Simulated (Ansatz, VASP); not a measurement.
Two plane-wave programs on InAs

POSCAR

```
InAs
1.0
    0.0000000000      3.0545904655      3.0545904655
    3.0545904655      0.0000000000      3.0545904655
    3.0545904655      3.0545904655      0.0000000000
In As
1 1
Direct
    0.0000000000      0.0000000000      0.0000000000
    0.2500000000      0.2500000000      0.2500000000
```

INCAR.step1

```
SYSTEM = InAs
  PREC = Accurate
  ENCUT = 520
  EDIFF = 1E-5
  ISMEAR = -1
  SIGMA = 0.02
  LREAL = .FALSE.
  LASPH = .TRUE.
  NELM = 100
  ALGO = Normal
  ISIF = 2
  LWAVE = .TRUE.
  LCHARG = .FALSE.
  GGA = PE
  NBANDS = 16
```

The input INCAR.step2:

```
SYSTEM = InAs
  PREC = Accurate
  ENCUT = 520
  EDIFF = 1E-7
  ISMEAR = -1
  SIGMA = 0.02
  LREAL = .FALSE.
  LASPH = .TRUE.
  NELM = 100
  ALGO = Normal
  ISIF = 2
  LWAVE = .FALSE.
  LCHARG = .FALSE.
  GGA = PE
  LHFCALC = .TRUE.
  HFSCREEN = 0.2079
  PRECFOCK = Normal
  ISTART = 1
  NBANDS = 16
```

Contents of KPOINTS:

```
regular mesh
0
G
  4 4 4
  0 0 0
```

Input for Ansatz:

```yaml
crystal:
  lattice:
    - [0.0, 3.0545904655, 3.0545904655]
    - [3.0545904655, 0.0, 3.0545904655]
    - [3.0545904655, 3.0545904655, 0.0]
  atoms:
    - { symbol: In, position: [0.0, 0.0, 0.0] }
    - { symbol: As, position: [0.25, 0.25, 0.25] }
kpoints:
  mp_grid: { grid: [4, 4, 4] }
hamiltonian:
  xc: hse06
scf:
  occupations: { method: fermi_dirac, width: 0.02 }
  n_extra_bands: 4
output:
  forces: true
  stress: true
  eigenvalues: true
```

Alike in both runs: task single point; functional HSE06; k mesh 4 × 4 × 4; occupations fermi-dirac, width 0.02 eV; no spin polarisation.

|  | VASP | Ansatz |
| --- | --- | --- |
| version | VASP 6.6.1 | Ansatz 0.2.0 |
| potentials or method | VASP PAW PBE potentials, release 64 (In_d, As) | plane waves, PAW |
| plane-wave cutoff (eV) | 520 | 420 |
| valence electrons in the cell | 18 | 28 |

```csv
,VASP,Ansatz,Ansatz less VASP
pressure (GPa),0.0,0.1,+0.15
```

VASP's potentials hold 18 valence electrons a cell and Ansatz's 28, so a difference there can come from the potentials and not from the codes. Ansatz's warnings: stress exchange threshold loose, stress scf threshold loose.

The k mesh is coarse, so the values compare programs but aren't converged.
